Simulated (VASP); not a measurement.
# Ag (P6/mmm) in VASP: notebook, part 2 of 2

VASP 6.6.1. Earlier steps stand in the parts before.

## Step 3: Single point, PBE

The input, INCAR:

```
SYSTEM = Ag
  ALGO = Normal
  EDIFF = 1E-6
  ENCUT = 520
  GGA = PE
  ISIF = 2
  ISMEAR = -1
  LASPH = .True.
  LCHARG = .False.
  LREAL = .False.
  LWAVE = .False.
  NBANDS = 12
  NELM = 100
  PREC = Accurate
  SIGMA = 0.1
```

The input, KPOINTS:

```
k-points
0
Gamma
  18 18 17
  0 0 0
```

The input, POSCAR:

```
Ag
1.0
    2.3603547138      0.0000000000      0.0000000000
   -1.1801773569      2.0441271441      0.0000000000
    0.0000000000      0.0000000000      2.2637987763
Ag
1
Direct
    0.0000000000      0.0000000000      0.0000000000
```

Potentials or basis: VASP PAW PBE potentials, release 64 (Ag).

Run with:

```console
$ cat potpaw_PBE.64/Ag/POTCAR > POTCAR
$ mpirun -np 1 vasp_std > vasp.out
```

OUTCAR:

```text
SYSTEM = Ag
   EDIFF = 1E-6
   ENCUT = 520
   GGA = PE
   ISIF = 2
   ISMEAR = -1
   LASPH = .True.
   LREAL = .False.
   NELM = 100
   PREC = Accurate

 ion  position               nearest neighbor table
   1  0.000  0.000  0.000-

  LATTYP: Found a hexagonal cell.
 ALAT       =     2.3603547138
 C/A-ratio  =     0.9590926156

  Lattice vectors:

 A1 = (   2.3603547138,   0.0000000000,   0.0000000000)
 A2 = (  -1.1801773569,   2.0441271441,   0.0000000000)
 A3 = (   0.0000000000,   0.0000000000,   2.2637987763)

Analysis of symmetry for initial positions (statically):
=====================================================================
 Subroutine PRICEL returns:
 Original cell was already a primitive cell.

 Routine SETGRP: Setting up the symmetry group for a
 hexagonal supercell.

 Subroutine GETGRP returns: Found 24 space group operations
 (whereof 24 operations were pure point group operations)
 out of a pool of 24 trial point group operations.

The static configuration has the point symmetry D_6h.

Analysis of symmetry for dynamics (positions and initial velocities):
=====================================================================
 Subroutine PRICEL returns:
 Original cell was already a primitive cell.

 Routine SETGRP: Setting up the symmetry group for a
 hexagonal supercell.

 Subroutine GETGRP returns: Found 24 space group operations
 (whereof 24 operations were pure point group operations)
 out of a pool of 24 trial point group operations.

The dynamic configuration has the point symmetry D_6h.

 Subroutine INISYM returns: Found 24 space group operations
 (whereof 24 operations are pure point group operations),
 and found     1 'primitive' translations

----------------------------------------------------------------------------------------

                                     Primitive cell

  volume of cell :      10.9225

  direct lattice vectors                    reciprocal lattice vectors
     2.360354714  0.000000000  0.000000000     0.423665136  0.244603180  0.000000000
    -1.180177357  2.044127144  0.000000000     0.000000000  0.489206360  0.000000000
     0.000000000  0.000000000  2.263798776     0.000000000  0.000000000  0.441735374

  length of vectors
     2.360354714  2.360354714  2.263798776     0.489206360  0.489206360  0.441735374

  position of ions in fractional coordinates (direct lattice)
     0.000000000  0.000000000  0.000000000

  ion indices of the primitive-cell ions
   primitive index   ion index
                 1           1

----------------------------------------------------------------------------------------

 KPOINTS: k-points

Automatic generation of k-mesh.
 Grid dimensions read from file:
 generate k-points for:   18   18   17

 Generating k-lattice:

  Cartesian coordinates                     Fractional coordinates (reciprocal lattice)
     0.023536952  0.013589066  0.000000000     0.055555556 -0.000000000  0.000000000
     0.000000000  0.027178131  0.000000000     0.000000000  0.055555556  0.000000000
     0.000000000  0.000000000  0.025984434     0.000000000  0.000000000  0.058823529

  Length of vectors
     0.027178131  0.027178131  0.025984434

  Shift w.r.t. Gamma in fractional coordinates (k-lattice)
     0.000000000  0.000000000  0.000000000

 Subroutine IBZKPT returns following result:
 ===========================================

 Found    333 irreducible k-points:

 Following reciprocal coordinates:
            Coordinates               Weight
  0.000000  0.000000  0.000000      1.000000
  0.055556  0.000000  0.000000      6.000000
  0.111111  0.000000  0.000000      6.000000
  0.166667  0.000000  0.000000      6.000000
  0.222222  0.000000  0.000000      6.000000
  0.277778  0.000000  0.000000      6.000000
[... 16 lines left out ...]
  0.333333  0.111111  0.000000     12.000000
  0.388889  0.111111  0.000000     12.000000
 [... further k-points ...]
   k-points           NKPTS =    333   k-points in BZ     NKDIM =    333   number of bands    NBANDS=     12
   number of dos      NEDOS =    301   number of ions     NIONS =      1
   total plane-waves  NPLWV =   5832
   dimension x,y,z NGX =    18 NGY =   18 NGZ =   18
   dimension x,y,z NGXF=    36 NGYF=   36 NGZF=   36
   ions per type =               1
   NGX,Y,Z   is equivalent  to a cutoff of  12.68, 12.68, 13.22 a.u.
   NGXF,Y,Z  is equivalent  to a cutoff of  25.36, 25.36, 26.44 a.u.
 SYSTEM =  Ag
   PREC   = accura    normal or accurate (medium, high low for compatibility)
   ISTART =      0    job   : 0-new  1-cont  2-samecut
   ICHARG =      2    charge: 1-file 2-atom 10-const
   ISPIN  =      1    spin polarized calculation?
   LNONCOLLINEAR =      F non collinear calculations
   LSORBIT =      F    spin-orbit coupling
   LASPH  =      T    aspherical Exc in radial PAW
   ENCUT  =  520.0 eV  38.22 Ry    6.18 a.u.   4.39  4.39  4.21*2*pi/ulx,y,z
   NELM   =    100;   NELMIN=  2; NELMDL= -5     # of ELM steps
   EDIFF  = 0.1E-05   stopping-criterion for ELM
   LREAL  =      F    real-space projection
   EDIFFG = 0.1E-04   stopping-criterion for IOM
   NSW    =      0    number of steps for IOM
   IBRION =     -1    ionic relax: 0-MD 1-quasi-New 2-CG
   NFREE  =      0    steps in history (QN), initial steepest desc. (CG)
   ISIF   =      2    stress and relaxation
   ISYM   =      2    0-nonsym 1-usesym 2-fastsym
   POTIM  = 0.5000    time-step for ionic-motion
   TEBEG  =    0.0;   TEEND  =   0.0 temperature during run
   PSTRESS=    0.0 pullay stress
   NELECT =      11.0000    total number of electrons
   NUPDOWN=      -1.0000    fix difference up-down
   EMIN   =  10.00;   EMAX   =-10.00  energy-range for DOS
   EFERMI =   0.00;   METHOD = LEGACY
   ISMEAR =    -1;   SIGMA  =   0.10  broadening in eV -4-tet -1-fermi 0-gaus
   EFERMI_NEDOS =   21; number of points for ismear=-14 and -15
   IALGO  =     38    algorithm
   IMIX   =      4    mixing-type and parameters
     AMIX     =   0.40;   BMIX     =  1.00
     AMIX_MAG =   1.60;   BMIX_MAG =  1.00
  volume/ion in A,a.u.               =      10.92        73.71
  Fermi-wavevector in a.u.,A,eV,Ry     =   1.640960  3.100965 36.637095  2.692751
  Thomas-Fermi vector in A             =   2.731511
   LORBIT       =      0    0 simple, 1 ext, 2 COOP (PROOUT), +10 PAW based schemes
   GGA     = PE    functional components
   LHFCALC =     F    Hartree Fock is set to
   AEXX    =    0.0000 exact exchange contribution
   IVDW    =     0    specifies the selected vdW correction
   LEPSILON=     F    determine dielectric tensor
   LRPA    =     F    only Hartree local field effects (RPA)
 non-spin polarized calculation
  energy-cutoff  :      520.00
  volume of cell :       10.92
 maximum number of plane-waves:       315
 NGX is ok and might be reduce to    18

 number of electron      10.9999993 magnetization

 Free energy of the ion-electron system (eV)
  ---------------------------------------------------
  ext. energy  EPLUGINS =         0.00000000
  ---------------------------------------------------
  free energy    TOTEN  =         0.60762554 eV

  energy without entropy =        0.61253723  energy(sigma->0) =        0.61008139

 E-fermi :  16.7756     XC(G=0): -15.0126

 val. band max:       16.7513942828   @ k =   0.2222   0.2222   0.1765
 cond. band min:      16.8074940081   @ k =   0.2222   0.0556   0.4118
 fundamental gap:      0.0560997253
 Fermi energy:        16.7755936149

 k-point     1 :       0.0000    0.0000    0.0000
  band No.  band energies     occupation
      1       4.9156      2.00000
      2       5.9599      2.00000
      3       9.2430      2.00000
      4       9.2430      2.00000
      5      13.6204      2.00000
      6      13.6204      2.00000
      7      32.9922      0.00000
      8      33.9446      0.00000
      9      41.9530      0.00000
     10      41.9530      0.00000
     11      43.9893      0.00000
     12      48.2015      0.00000

 k-point     2 :       0.0556    0.0000    0.0000
  band No.  band energies     occupation
      1       5.0674      2.00000
      2       6.0090      2.00000
      3       9.1509      2.00000
      4       9.3568      2.00000
      5      13.5156      2.00000
      6      13.6016      2.00000
      7      33.1931      0.00000
      8      34.2030      0.00000
      9      40.7611      0.00000
     10      41.4198      0.00000
     11      44.3512      0.00000
     12      48.7376      0.00000
[... 316 lines left out ...]
 k-point    24 :       0.3889    0.1111    0.0000
  band No.  band energies     occupation
      1       6.1940      2.00000
      2       7.5533      2.00000
      3      10.9819      2.00000
      4      11.8604      2.00000
      5      12.8112      2.00000
      6      16.3874      1.95963
      7      24.0543      0.00000
      8      30.2272      0.00000
      9      37.6157      0.00000
     10      43.2316      0.00000
     11      44.7373      0.00000
     12      47.2067      0.00000

 [... further k-points ...]
[... 5 lines left out ...]
  --------------------------------------------------------------------------------------
  -------------------------------------------------------------------------------------
  Total       14.9017283     14.9017283     14.8147145      0.0000000      0.0000000     -0.0000000
  in kB     2185.8694722   2185.8694723   2173.1057891      0.0000000      0.0000000     -0.0000000
  external PRESSURE =    2181.6149112 kB  Pullay stress =       0.0000000 kB

 VOLUME and BASIS-vectors are now :
 -----------------------------------------------------------------------------
  energy-cutoff  :      520.00
  volume of cell :       10.92
      direct lattice vectors                 reciprocal lattice vectors
     2.360354714  0.000000000  0.000000000     0.423665136  0.244603180  0.000000000
    -1.180177357  2.044127144  0.000000000     0.000000000  0.489206360  0.000000000
     0.000000000  0.000000000  2.263798776     0.000000000  0.000000000  0.441735374

 POSITION                                       TOTAL-FORCE (eV/Angst)
 -----------------------------------------------------------------------------------
      0.00000      0.00000      0.00000         0.000000      0.000000      0.000000
 -----------------------------------------------------------------------------------
    total drift:                                0.000000      0.000000      0.000000

  FREE ENERGIE OF THE ION-ELECTRON SYSTEM (eV)
  ---------------------------------------------------
  free  energy   TOTEN  =         0.6076255413 eV

  energy  without entropy=        0.6125372295  energy(sigma->0) =        0.61008139
```

OSZICAR:

```text
N       E                     dE             d eps       ncg     rms          rms(c)
DAV:   1     0.573055138554E+02    0.57306E+02   -0.57560E+03  8020   0.891E+02
DAV:   2     0.115001005619E+01   -0.56156E+02   -0.53606E+02  9476   0.219E+02
DAV:   3     0.307610344727E+00   -0.84240E+00   -0.84194E+00  9512   0.264E+01
DAV:   4     0.305623754812E+00   -0.19866E-02   -0.19865E-02  9420   0.138E+00
DAV:   5     0.305614876186E+00   -0.88786E-05   -0.88806E-05  9688   0.801E-02    0.219E+01
DAV:   6     0.532764003285E+00    0.22715E+00   -0.31571E-01  9728   0.556E+00    0.128E+01
DAV:   7     0.603318078216E+00    0.70554E-01   -0.90824E-02 10416   0.287E+00    0.220E+00
DAV:   8     0.607656323065E+00    0.43382E-02   -0.91138E-03  8548   0.104E+00    0.122E-01
DAV:   9     0.607632481047E+00   -0.23842E-04   -0.38662E-05  9732   0.597E-02    0.153E-02
DAV:  10     0.607625724599E+00   -0.67564E-05   -0.37744E-06  9772   0.136E-02    0.402E-03
DAV:  11     0.607625541275E+00   -0.18332E-06   -0.57418E-08  5984   0.211E-03
   1 F= 0.60762554E+00 E0= 0.61008139E+00  d E =-.491169E-02
```

Wall time 24 s (1 thread of Intel Xeon 6975P-C (Granite Rapids), shared host); peak memory 0.15 GiB.

Results:

* Free energy: 0.6076 eV
* Pressure: 218.2 GPa

Stress tensor (GPa, compression positive):
```
218.59   0.00   0.00
  0.00 218.59   0.00
  0.00   0.00 217.31
```

## Step 4: Single point, PBE

This run uses another cell than the first one: it holds 3 atoms, not 1.

The input, INCAR:

```
ALGO = Normal ; EDIFF = 1E-6
ENCUT = 520 ; GGA = PE
ISIF = 2 ; ISMEAR = -1
LASPH = T ; LCHARG = F
LREAL = F ; LWAVE = F
NBANDS = 24 ; NELM = 60
PREC = Accurate ; SIGMA = 0.1
```

The input, KPOINTS:

```
k-points
0
Gamma
  9 9 13
```

The input, POSCAR:

```
Ag
1.0
    3.9379901013      0.0000000000      0.0000000000
   -1.9689950506      3.4103994676      0.0000000000
    0.0000000000      0.0000000000      2.3557935318
Ag
3
Direct
    0.0000000000      0.0000000000      0.0000000000
    0.3333333333      0.6666666667      0.5000000000
    0.6666666667      0.3333333333      0.5000000000
```

Run with:

```console
$ cat potpaw_PBE.64/Ag/POTCAR > POTCAR
$ mpirun -np 1 vasp_std > vasp.out
```

It took 29 s on 1 thread of Intel Xeon 6975P-C (Granite Rapids), shared host; peak memory 0.17 GiB.

The run converged. Its results:

| Item | Value |
| --- | --- |
| Free energy | 0.8100 eV |
| Pressure | 218.6 GPa |

Stress tensor (GPa, compression positive):
```
218.49   0.00   0.00
  0.00 218.49   0.00
  0.00   0.00 218.75
```

Levels at points of the mesh, in eV from the Fermi level:
```
           k point  band 13  band 14  band 15  band 16  band 17  band 18  band 19  band 20
(0.00, 0.00, 0.00)    -5.95    -5.95    -3.38    -3.38     6.43     6.43     6.51     6.51
```

## Step 5: Single point, PBE

This run uses another cell than the first one: it holds 3 atoms, not 1.

The input, INCAR:

```
SYSTEM = Ag
PREC = Accurate ; ENCUT = 520
EDIFF = 1E-7 ; ISMEAR = -1
SIGMA = 0.1 ; LREAL = .FALSE.
LASPH = .TRUE. ; NELM = 60
ALGO = Normal ; ISIF = 2
LWAVE = .FALSE. ; LCHARG = .FALSE.
GGA = PE ; NBANDS = 24
```

The input, KPOINTS:

```
regular mesh
0
G
  9 9 13
  0 0 0
```

POSCAR is that of step 4.

Run with:

```console
$ cat potpaw_PBE.64/Ag/POTCAR > POTCAR
$ mpirun -np 1 vasp_std > vasp.out
```

Run time: 33 s. Hardware: 1 thread of Intel Xeon 6975P-C (Granite Rapids), shared host; peak memory 0.17 GiB.

The run converged. Its results:

* Free energy: 0.8100 eV
* Pressure: 218.6 GPa

Stress tensor (GPa, compression positive):
```
218.50   0.00   0.00
  0.00 218.50   0.00
  0.00   0.00 218.77
```

Levels at points of the mesh, in eV from the Fermi level:
```tsv
k point	band 12	band 13	band 14	band 15	band 16	band 17	band 18	band 19	band 20	band 21
(0.00, 0.00, 0.00)	-6.03	-5.95	-5.95	-3.37	-3.37	6.43	6.43	6.51	6.51	7.99
```
